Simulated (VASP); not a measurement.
Runs of VASP 6.6.1 on MgO. The structure is that of space group Fm-3m (No. 225), or close to it. The cells are those of the table. 

```tsv
task	cell	cutoff (eV)	gap on the mesh (eV)	pressure (GPa)
single point	a = 2.968 Å, angles 60.0, 60.0, 90.0°, 2 atoms	520	4.74	1.5
single point	a = 2.956 Å, angles 60.0, 60.0, 90.0°, 2 atoms	520	4.86	(b)
single point	a = 2.924 Å, angles 60.0, 60.0, 90.0°, 2 atoms	520	5.18	9.6
relaxation of cell and atoms	relaxed to 2 GPa from a = 2.980 Å, angles 60.0, 60.0, 90.0°, 2 atoms	600	4.78	2.0
relaxation of cell and atoms	relaxed to 4 GPa from a = 2.980 Å, angles 60.0, 60.0, 90.0°, 2 atoms	600	(a)	4.0
single point	a = 2.901 Å, angles 60.0, 60.0, 90.0°, 2 atoms	520	5.44	14.6
relaxation of cell and atoms	relaxed to 7 GPa from a = 2.980 Å, angles 60.0, 60.0, 90.0°, 2 atoms	600	5.06	7.0
relaxation of cell and atoms	relaxed to -2 GPa from a = 2.980 Å, angles 60.0, 60.0, 90.0°, 2 atoms	600	4.54	-2.0
single point	a = 2.940 Å, angles 60.0, 60.0, 90.0°, 2 atoms	520	5.02	6.6
single point	a = 2.993 Å, angles 60.0, 60.0, 90.0°, 2 atoms	520	4.50	-2.5
```

Alike in all rows: level PBEsol; potentials or basis VASP PAW PBE potentials, release 64 (Mg, O); no spin polarisation; k mesh 10 × 10 × 10; smearing gaussian 0.01 eV.

Fill in the values left out.

(a) 4.90; (b) 3.5.

Caveats: the PAW data sets were made with another functional, which shifts forces and pressure a little; the cell is relaxed towards a set pressure, so the enthalpy falls and the energy may rise (some runs).

